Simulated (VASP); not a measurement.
Input of a VASP 6.6.1 run:

The input INCAR:

```
PREC = Accurate
ENCUT = 500
EDIFF = 1E-7
ISMEAR = 0
SIGMA = 0.1
LREAL = F
LASPH = T
NELM = 120
ALGO = Normal
ISIF = 3
LWAVE = F
LCHARG = F
GGA = PS
IBRION = 2
NSW = 100
EDIFFG = -0.01
GGA_COMPAT = F
NELMIN = 4
```

Contents of KPOINTS:

```
regular mesh
0
Gamma
  12 12 18
```

Contents of POSCAR:

```
Rh
1.0
    4.2649934834      0.0000000000      0.0000000000
   -2.1324967417      3.6935927036      0.0000000000
    0.0000000000      0.0000000000      2.6449645890
Rh
3
Direct
    0.0000000000      0.0000000000      0.0000000000
    0.3333333333      0.6666666667      0.5000000000
    0.6666666667      0.3333333333      0.5000000000
```

Potentials or basis: VASP PAW PBE potentials, release 64 (Rh_pv).

The run is started by

```sh
$ cat potpaw_PBE.64/Rh_pv/POTCAR > POTCAR
$ mpirun -np 1 vasp_std > vasp.out
```

(1) What does it give for the relaxed cell?

(2) Estimate the relaxed volume.

(3) What does it give for the band gap on the k mesh?

Answers

(1) a = 4.282 Å, b = 4.282 Å, c = 2.620 Å, α = 90.00°, β = 90.00°, γ = 120.00°.

(2) 13.87 Å³/atom.

(3) zero (an odd number of electrons rules out a gap without spin polarisation).

Caveat: the PAW data sets were made with another functional, which shifts forces and pressure a little.
